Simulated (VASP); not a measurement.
# AlPtC4N4 (P-43m) in VASP: further runs, part 2 of 2

VASP 6.6.1. Earlier steps stand in the parts before.

## 4. Relaxation of cell and atoms, PBE

This run uses another cell than the first one, of 19.82 Å³/atom.

File INCAR:

```
PREC = Accurate
ENCUT = 600
EDIFF = 1E-6
ISMEAR = 0
SIGMA = 0.1
LREAL = False
LASPH = True
NELM = 100
ALGO = Normal
ISIF = 3
LWAVE = False
LCHARG = False
GGA = PE
IBRION = 2
NSW = 90
EDIFFG = -0.04
```

File KPOINTS:

```
regular mesh
0
Gamma
  4 4 4
```

File POSCAR:

```
AlPtC4N4
1.0
    5.8306603700      0.0000000000      0.0000000000
    0.0000000000      5.8306603700      0.0000000000
    0.0000000000      0.0000000000      5.8306603700
Al Pt C N
1 1 4 4
Direct
    0.5000000000      0.5000000000      0.5000000000
    0.0000000000      0.0000000000      0.0000000000
    0.1898207700      0.1898207700      0.1898207700
    0.1898207700      0.8101792300      0.8101792300
    0.8101792300      0.1898207700      0.8101792300
    0.8101792300      0.8101792300      0.1898207700
    0.3056738300      0.3056738300      0.3056738300
    0.3056738300      0.6943261700      0.6943261700
    0.6943261700      0.3056738300      0.6943261700
    0.6943261700      0.6943261700      0.3056738300
```

Potentials or basis: VASP PAW PBE potentials, release 64 (Al, Pt, C, N).

Run with:

```sh
$ cat potpaw_PBE.64/Al/POTCAR potpaw_PBE.64/Pt/POTCAR potpaw_PBE.64/C/POTCAR potpaw_PBE.64/N/POTCAR > POTCAR
$ mpirun -np 1 vasp_std > vasp.out
```

OUTCAR:

```text
PREC = Accurate
   ENCUT = 600
   EDIFF = 1E-6
   ISMEAR = 0
   LREAL = False
   LASPH = True
   NELM = 100
   ISIF = 3
   GGA = PE
   IBRION = 2
   NSW = 90
   EDIFFG = -0.04

 ion  position               nearest neighbor table
   1  0.500  0.500  0.500-   7 1.96   8 1.96   9 1.96  10 1.96
   2  0.000  0.000  0.000-   3 1.92   4 1.92   5 1.92   6 1.92
   3  0.190  0.190  0.190-   7 1.17   2 1.92
   4  0.190  0.810  0.810-   8 1.17   2 1.92
   5  0.810  0.190  0.810-   9 1.17   2 1.92
   6  0.810  0.810  0.190-  10 1.17   2 1.92
   7  0.306  0.306  0.306-   3 1.17   1 1.96
   8  0.306  0.694  0.694-   4 1.17   1 1.96
   9  0.694  0.306  0.694-   5 1.17   1 1.96
  10  0.694  0.694  0.306-   6 1.17   1 1.96

  LATTYP: Found a simple cubic cell.
 ALAT       =     5.8306603700

  Lattice vectors:

 A1 = (   5.8306603700,   0.0000000000,   0.0000000000)
 A2 = (   0.0000000000,   5.8306603700,   0.0000000000)
 A3 = (   0.0000000000,   0.0000000000,   5.8306603700)

Analysis of symmetry for initial positions (statically):
=====================================================================
 Subroutine PRICEL returns:
 Original cell was already a primitive cell.

 Routine SETGRP: Setting up the symmetry group for a
 simple cubic supercell.

 Subroutine GETGRP returns: Found 24 space group operations
 (whereof 24 operations were pure point group operations)
 out of a pool of 48 trial point group operations.

The static configuration has the point symmetry T_d .

Analysis of symmetry for dynamics (positions and initial velocities):
=====================================================================
 Subroutine PRICEL returns:
 Original cell was already a primitive cell.

 Routine SETGRP: Setting up the symmetry group for a
 simple cubic supercell.

 Subroutine GETGRP returns: Found 24 space group operations
 (whereof 24 operations were pure point group operations)
 out of a pool of 48 trial point group operations.

The dynamic configuration has the point symmetry T_d .

 Subroutine INISYM returns: Found 24 space group operations
 (whereof 24 operations are pure point group operations),
 and found     1 'primitive' translations

----------------------------------------------------------------------------------------

                                     Primitive cell

  volume of cell :     198.2226

  direct lattice vectors                    reciprocal lattice vectors
     5.830660370  0.000000000  0.000000000     0.171507160  0.000000000  0.000000000
     0.000000000  5.830660370  0.000000000     0.000000000  0.171507160  0.000000000
     0.000000000  0.000000000  5.830660370     0.000000000  0.000000000  0.171507160

  length of vectors
     5.830660370  5.830660370  5.830660370     0.171507160  0.171507160  0.171507160

  position of ions in fractional coordinates (direct lattice)
     0.500000000  0.500000000  0.500000000
     0.000000000  0.000000000  0.000000000
     0.189820770  0.189820770  0.189820770
     0.189820770  0.810179230  0.810179230
     0.810179230  0.189820770  0.810179230
     0.810179230  0.810179230  0.189820770
     0.305673830  0.305673830  0.305673830
     0.305673830  0.694326170  0.694326170
     0.694326170  0.305673830  0.694326170
[... 47 lines left out ...]
  0.500000  0.250000  0.000000     12.000000
  0.500000  0.500000  0.000000      3.000000
  0.250000  0.250000  0.250000      8.000000
  0.500000  0.250000  0.250000     12.000000
  0.500000  0.500000  0.250000      6.000000
  0.500000  0.500000  0.500000      1.000000
   k-points           NKPTS =     10   k-points in BZ     NKDIM =     10   number of bands    NBANDS=     30
   number of dos      NEDOS =    301   number of ions     NIONS =     10
   total plane-waves  NPLWV = 110592
   dimension x,y,z NGX =    48 NGY =   48 NGZ =   48
   dimension x,y,z NGXF=    96 NGYF=   96 NGZF=   96
   ions per type =               1   1   4   4
   NGX,Y,Z   is equivalent  to a cutoff of  13.69, 13.69, 13.69 a.u.
   NGXF,Y,Z  is equivalent  to a cutoff of  27.37, 27.37, 27.37 a.u.
 SYSTEM =  unknown system
   PREC   = accura    normal or accurate (medium, high low for compatibility)
   ISTART =      0    job   : 0-new  1-cont  2-samecut
   ICHARG =      2    charge: 1-file 2-atom 10-const
   ISPIN  =      1    spin polarized calculation?
   LNONCOLLINEAR =      F non collinear calculations
   LSORBIT =      F    spin-orbit coupling
   LASPH  =      T    aspherical Exc in radial PAW
   ENCUT  =  600.0 eV  44.10 Ry    6.64 a.u.  11.65 11.65 11.65*2*pi/ulx,y,z
   NELM   =    100;   NELMIN=  2; NELMDL= -5     # of ELM steps
   EDIFF  = 0.1E-05   stopping-criterion for ELM
   LREAL  =      F    real-space projection
   EDIFFG = -.4E-01   stopping-criterion for IOM
   NSW    =     90    number of steps for IOM
   IBRION =      2    ionic relax: 0-MD 1-quasi-New 2-CG
   NFREE  =      1    steps in history (QN), initial steepest desc. (CG)
   ISIF   =      3    stress and relaxation
   ISYM   =      2    0-nonsym 1-usesym 2-fastsym
   POTIM  = 0.5000    time-step for ionic-motion
   TEBEG  =    0.0;   TEEND  =   0.0 temperature during run
   PSTRESS=    0.0 pullay stress
   NELECT =      49.0000    total number of electrons
   NUPDOWN=      -1.0000    fix difference up-down
   EMIN   =  10.00;   EMAX   =-10.00  energy-range for DOS
   EFERMI =   0.00;   METHOD = LEGACY
   ISMEAR =     0;   SIGMA  =   0.10  broadening in eV -4-tet -1-fermi 0-gaus
   EFERMI_NEDOS =   21; number of points for ismear=-14 and -15
   IALGO  =     38    algorithm
   IMIX   =      4    mixing-type and parameters
     AMIX     =   0.40;   BMIX     =  1.00
     AMIX_MAG =   1.60;   BMIX_MAG =  1.00
  volume/ion in A,a.u.               =      19.82       133.77
  Fermi-wavevector in a.u.,A,eV,Ry     =   1.027438  1.941577 14.362713  1.055630
  Thomas-Fermi vector in A             =   2.161383
   LORBIT       =      0    0 simple, 1 ext, 2 COOP (PROOUT), +10 PAW based schemes
   GGA     = PE    functional components
   LHFCALC =     F    Hartree Fock is set to
   AEXX    =    0.0000 exact exchange contribution
   IVDW    =     0    specifies the selected vdW correction
   LEPSILON=     F    determine dielectric tensor
   LRPA    =     F    only Hartree local field effects (RPA)
 conjugate gradient relaxation of ions
 non-spin polarized calculation
 Gauss-broadening in eV      SIGMA  =   0.10
  energy-cutoff  :      600.00
  volume of cell :      198.22
 maximum number of plane-waves:      6704
 NGX is ok and might be reduce to    48
   NGX = 23   NGY = 23   NGZ = 23

--------------------------------------- Ionic step        1  -------------------------------------------

 number of electron      49.0000002 magnetization

 Free energy of the ion-electron system (eV)
  ---------------------------------------------------
  ext. energy  EPLUGINS =         0.00000000
  ---------------------------------------------------
  free energy    TOTEN  =       -77.76421760 eV

  energy without entropy =      -77.69907009  energy(sigma->0) =      -77.73164385

------------------------ aborting loop because EDIFF is reached ----------------------------------------

  FORCE on cell =-STRESS in cart. coord.  units (eV):
  Direction    XX          YY          ZZ          XY          YZ          ZX
  --------------------------------------------------------------------------------------
  -------------------------------------------------------------------------------------
  Total        0.9786979      0.9786979      0.9786979      0.0000000      0.0000000     -0.0000000
  in kB        7.9105380      7.9105380      7.9105380      0.0000000      0.0000000     -0.0000000
  external PRESSURE =       7.9105380 kB  Pullay stress =       0.0000000 kB
[... 207 lines left out ...]
--------------------------------------- Ionic step        6  -------------------------------------------

 number of electron      48.9999990 magnetization

 E-fermi :   0.0123     XC(G=0):  -7.5129

 val. band max:       -0.0209749965   @ k =   0.5000   0.2500   0.2500
 cond. band min:       0.0226457919   @ k =   0.5000   0.0000   0.0000
 fundamental gap:      0.0436207884
 Fermi energy:         0.0123135035

 k-point     1 :       0.0000    0.0000    0.0000
  band No.  band energies     occupation
      1     -18.6000      2.00000
      2     -18.4069      2.00000
      3     -18.4069      2.00000
      4     -18.4069      2.00000
      5      -9.7551      2.00000
      6      -7.8161      2.00000
[... 362 lines left out ...]
--------------------------------------- Ionic step        7  -------------------------------------------

 number of electron      49.0000005 magnetization

 Free energy of the ion-electron system (eV)
  ---------------------------------------------------
  ext. energy  EPLUGINS =         0.00000000
  ---------------------------------------------------
  free energy    TOTEN  =       -78.51476565 eV

  energy without entropy =      -78.45005165  energy(sigma->0) =      -78.48240865

 E-fermi :  -0.2915     XC(G=0):  -7.4962

 val. band max:       -0.3345312472   @ k =   0.5000   0.2500   0.2500
 cond. band min:      -0.2722923243   @ k =   0.5000   0.0000   0.0000
 fundamental gap:      0.0622389228
 Fermi energy:        -0.2915112140

 k-point     1 :       0.0000    0.0000    0.0000
  band No.  band energies     occupation
      1     -18.0679      2.00000
      2     -17.8269      2.00000
      3     -17.8269      2.00000
      4     -17.8269      2.00000
      5      -9.9632      2.00000
      6      -8.1235      2.00000
[... 356 lines left out ...]
  FREE ENERGIE OF THE ION-ELECTRON SYSTEM (eV)
  ---------------------------------------------------
  free  energy   TOTEN  =       -78.5147656490 eV

  energy  without entropy=      -78.4500516466  energy(sigma->0) =      -78.48240865

 reached required accuracy - stopping structural energy minimisation
```

Run time: 3.4 min. Hardware: 1 thread of Intel Xeon 6975P-C (Granite Rapids), shared host; peak memory 0.39 GiB.

What came out:

* Free energy: -78.5148 eV
* Relaxed volume: 19.33 Å³/atom
* Relaxed cell: a = 5.782 Å, b = 5.782 Å, c = 5.782 Å, α = 90.00°, β = 90.00°, γ = 90.00°
* Space group after relaxing (to 0.1 Å): P-43m (No. 215)
* Energy gained by relaxing: 75.1 meV/atom
* Ionic steps: 7
* Pressure after relaxing: -0.3 GPa
* Largest force after relaxing: 0.005 eV/Å
* Band gap on the k mesh: zero (an odd number of electrons rules out a gap without spin polarisation)

Forces in eV/Å, atoms in the order of the input:
```
Al   0.000  0.000  0.000
Pt   0.000  0.000  0.000
C   -0.003 -0.003 -0.003
C   -0.003  0.003  0.003
C    0.003 -0.003  0.003
C    0.003  0.003 -0.003
N    0.003  0.003  0.003
N    0.003 -0.003 -0.003
N   -0.003  0.003 -0.003
N   -0.003 -0.003  0.003
```

The path:
| step | energy change (eV) | largest force (eV/Å) | pressure (GPa) | volume (Å³) |
| --- | --- | --- | --- | --- |
| 1 | 0.0000 | 3.5164 | 0.79 | 198.22 |
| 2 | 3.5174 | 10.5407 | -11.72 | 201.04 |
| 3 | -0.1871 | 2.8696 | -2.83 | 198.69 |
| 4 | -0.7256 | 1.1987 | -1.37 | 193.58 |
| 5 | -0.7261 | 1.1501 | -1.46 | 193.74 |
| 6 | 0.2511 | 8.6882 | 8.87 | 190.97 |
| 7 | -0.7505 | 0.0048 | -0.25 | 193.33 |

Final structure:
```yaml
crystal:
  lattice:
    - [5.78228, 0.00000, 0.00000]
    - [0.00000, 5.78228, 0.00000]
    - [0.00000, 0.00000, 5.78228]
  atoms:
    - { symbol: Al, position: [0.50000, 0.50000, 0.50000] }
    - { symbol: Pt, position: [0.00000, 0.00000, 0.00000] }
    - { symbol: C, position: [0.19829, 0.19829, 0.19829] }
    - { symbol: C, position: [0.19829, 0.80171, 0.80171] }
    - { symbol: C, position: [0.80171, 0.19829, 0.80171] }
    - { symbol: C, position: [0.80171, 0.80171, 0.19829] }
    - { symbol: N, position: [0.31642, 0.31642, 0.31642] }
    - { symbol: N, position: [0.31642, 0.68358, 0.68358] }
    - { symbol: N, position: [0.68358, 0.31642, 0.68358] }
    - { symbol: N, position: [0.68358, 0.68358, 0.31642] }
```

Caveat: spin-orbit coupling is left out, which moves the levels of the heavy elements.

## 5. Single point, PBE, collinear spin

File INCAR:

```
PREC     = Accurate       # precision mode
ENCUT    = 520            # plane-wave cutoff, eV
EDIFF    = 1E-6           # SCF threshold, eV
ISMEAR   = 0              # smearing method
SIGMA    = 0.1            # smearing width, eV
LREAL    = False          # projectors in reciprocal space
LASPH    = True           # aspherical terms in the spheres
NELM     = 150            # most SCF steps
ALGO     = Normal         # electronic algorithm
ISIF     = 2              # what is computed and relaxed
LWAVE    = False          # write WAVECAR
LCHARG   = False          # write CHGCAR
ISPIN    = 2              # spin polarisation
MAGMOM   = 0 1 0 0 0 0 0 0 0 0 # initial moments
LORBIT   = 11             # projections on sites
LMAXMIX  = 4              # l up to which the mixer works
GGA      = PE             # functional
NBANDS   = 40             # bands
```

File KPOINTS:

```
Automatic mesh
0
Gamma
  4 4 4
```

File POSCAR:

```
AlPtC4N4
1.0
    5.7805298053      0.0000000000      0.0000000000
    0.0000000000      5.7805298053      0.0000000000
    0.0000000000      0.0000000000      5.7805298053
Al Pt C N
1 1 4 4
Direct
    0.5000000000      0.5000000000      0.5000000000
    0.0000000000      0.0000000000      0.0000000000
    0.1983165160      0.1983165160      0.1983165160
    0.1983165160      0.8016834840      0.8016834840
    0.8016834840      0.1983165160      0.8016834840
    0.8016834840      0.8016834840      0.1983165160
    0.3162116189      0.3162116189      0.3162116189
    0.3162116189      0.6837883811      0.6837883811
    0.6837883811      0.3162116189      0.6837883811
    0.6837883811      0.6837883811      0.3162116189
```

Run with:

```sh
$ cat potpaw_PBE.64/Al/POTCAR potpaw_PBE.64/Pt/POTCAR potpaw_PBE.64/C/POTCAR potpaw_PBE.64/N/POTCAR > POTCAR
$ mpirun -np 1 vasp_std > vasp.out
```

It took 1.8 min on 1 thread of Intel Xeon 6975P-C (Granite Rapids), shared host; peak memory 0.46 GiB.

It converged, with:

* Free energy: -78.5239 eV
* Pressure: 0.2 GPa
* Largest force: 0.287 eV/Å
* Band gap on the k mesh: zero (filled and empty bands overlap)
* Net moment: 0.99 μB per cell
* Site moments: Al +0.00; Pt +0.50; C +0.02; N +0.04 μB
* Valence electrons inside the program's atomic spheres: Al 0.76; Pt 9.73; C 2.53; N 3.97

Forces in eV/Å, atoms in the order of the input:
```
Al   0.000  0.000  0.000
Pt   0.000  0.000  0.000
C   -0.117 -0.117 -0.117
C   -0.117  0.117  0.117
C    0.117 -0.117  0.117
C    0.117  0.117 -0.117
N    0.166  0.166  0.166
N    0.166 -0.166 -0.166
N   -0.166  0.166 -0.166
N   -0.166 -0.166  0.166
```

Levels at points of the mesh, in eV from the Fermi level:
Spin up:
| k point | band 23 | band 24 | band 25 | band 26 | band 27 | band 28 |
| --- | --- | --- | --- | --- | --- | --- |
| (0.00, 0.00, 0.00) | -0.64 | -0.64 | -0.64 | 4.08 | 4.08 | 4.08 |
| (0.50, 0.00, 0.00) | -0.48 | -0.21 | -0.21 | 3.55 | 3.55 | 4.17 |
| (0.50, 0.50, 0.00) | -0.41 | -0.15 | -0.15 | 3.74 | 3.74 | 4.03 |
| (0.50, 0.50, 0.50) | -0.45 | -0.45 | -0.45 | 4.28 | 4.28 | 4.28 |
Spin down:
```csv
k point,band 23,band 24,band 25,band 26,band 27,band 28
"(0.00, 0.00, 0.00)",-0.37,-0.37,-0.37,4.22,4.22,4.22
"(0.50, 0.00, 0.00)",-0.20,0.08,0.08,3.64,3.64,4.25
"(0.50, 0.50, 0.00)",-0.11,0.14,0.14,3.82,3.82,4.11
"(0.50, 0.50, 0.50)",-0.17,-0.17,-0.17,4.40,4.40,4.40
```

Caveat: spin-orbit coupling is left out, which moves the levels of the heavy elements.

## 6. Single point, PBE, collinear spin

This run uses another cell than the first one, of 19.82 Å³/atom.

File INCAR:

```
SYSTEM = AlPtC4N4
PREC = Accurate
ENCUT = 520
EDIFF = 1E-7
ISMEAR = 0
SIGMA = 0.1
LREAL = .False.
LASPH = .True.
NELM = 150
ALGO = Normal
ISIF = 2
LWAVE = .False.
LCHARG = .False.
ISPIN = 2
MAGMOM = 0 1 0 0 0 0 0 0 0 0
LORBIT = 11
LMAXMIX = 4
GGA = PE
NBANDS = 40
```

File KPOINTS:

```
Automatic mesh
0
Gamma
  4 4 4
  0 0 0
```

File POSCAR:

```
AlPtC4N4
1.0
    5.8306603700      0.0000000000      0.0000000000
    0.0000000000      5.8306603700      0.0000000000
    0.0000000000      0.0000000000      5.8306603700
Al Pt C N
1 1 4 4
Direct
    0.5000000000      0.5000000000      0.5000000000
    0.0000000000      0.0000000000      0.0000000000
    0.1898207700      0.1898207700      0.1898207700
    0.1898207700      0.8101792300      0.8101792300
    0.8101792300      0.1898207700      0.8101792300
    0.8101792300      0.8101792300      0.1898207700
    0.3056738300      0.3056738300      0.3056738300
    0.3056738300      0.6943261700      0.6943261700
    0.6943261700      0.3056738300      0.6943261700
    0.6943261700      0.6943261700      0.3056738300
```

Potentials or basis: VASP PAW PBE potentials, release 64 (Al, Pt, C, N).

Run with:

```sh
$ cat potpaw_PBE.64/Al/POTCAR potpaw_PBE.64/Pt/POTCAR potpaw_PBE.64/C/POTCAR potpaw_PBE.64/N/POTCAR > POTCAR
$ mpirun -np 1 vasp_std > vasp.out
```

Run time: 2.1 min. Hardware: 1 thread of Intel Xeon 6975P-C (Granite Rapids), shared host; peak memory 0.46 GiB.

The run converged. Its results:

```yaml
Free_energy: -77.7716 eV
Pressure: 0.9 GPa
Largest_force: 3.495 eV/Å
Band_gap_on_the_k_mesh: zero (filled and empty bands overlap)
Net_moment: 0.98 μB per cell
Site_moments: Al -0.00; Pt +0.46; C +0.02; N +0.04 μB
Valence_electrons_inside_the_program's_atomic_spheres: Al 0.63; Pt 10.08; C 2.57; N 3.94
```

Forces on the atoms (eV/Å):
```
Al   0.000  0.000  0.000
Pt   0.000  0.000  0.000
C   -0.074 -0.074 -0.074
C   -0.074  0.074  0.074
C    0.074 -0.074  0.074
C    0.074  0.074 -0.074
N    2.018  2.018  2.018
N    2.018 -2.018 -2.018
N   -2.018  2.018 -2.018
N   -2.018 -2.018  2.018
```

Levels at points of the mesh, in eV from the Fermi level:
Spin up:
```tsv
k point	band 22	band 23	band 24	band 25	band 26	band 27	band 28	band 29
(0.00, 0.00, 0.00)	-2.55	-0.63	-0.63	-0.63	4.31	4.31	4.31	4.84
(0.50, 0.00, 0.00)	-2.23	-0.43	-0.19	-0.19	3.63	3.63	4.30	4.31
(0.50, 0.50, 0.00)	-2.17	-0.40	-0.12	-0.12	3.78	3.78	4.16	4.25
(0.50, 0.50, 0.50)	-2.40	-0.42	-0.42	-0.42	4.54	4.54	4.54	4.91
```
Spin down:
```
           k point  band 23  band 24  band 25  band 26  band 27  band 28
(0.00, 0.00, 0.00)    -0.37    -0.37    -0.37     4.44     4.44     4.44
(0.50, 0.00, 0.00)    -0.18     0.07     0.07     3.71     3.71     4.37
(0.50, 0.50, 0.00)    -0.13     0.15     0.15     3.85     3.85     4.25
(0.50, 0.50, 0.50)    -0.16    -0.16    -0.16     4.65     4.65     4.65
```

Caveat: spin-orbit coupling is left out, which moves the levels of the heavy elements; forces of over 1 eV/Å act on the atoms, so gaps and moduli don't describe the material at rest.

## 7. The runs side by side

```csv
task,spin,cell,cutoff (eV),gap on the mesh (eV),pressure (GPa),moment (μB),largest force (eV/Å)
single point,off,"a = 5.781 Å, 10 atoms, atomic positions A",520,none,0.2,-,0.34
single point,off,"a = 5.831 Å, 10 atoms, atomic positions B",520,none,0.9,-,3.54
relaxation of cell and atoms,off,"relaxed from a = 5.831 Å, 10 atoms, atomic positions B",600,none,-0.3,-,-
single point,collinear,"a = 5.781 Å, 10 atoms, atomic positions A",520,none,0.2,0.99,0.29
single point,collinear,"a = 5.831 Å, 10 atoms, atomic positions B",520,none,0.9,0.98,3.49
```

Alike in all rows: level PBE; potentials or basis VASP PAW PBE potentials, release 64 (Al, Pt, C, N); k mesh 4 × 4 × 4; smearing gaussian 0.1 eV.

Caveats: spin-orbit coupling is left out, which moves the levels of the heavy elements; forces of over 1 eV/Å act on the atoms, so gaps and moduli don't describe the material at rest (at least some runs).

Total energies depend on the potentials used, so only differences within one code and one set of settings carry meaning.
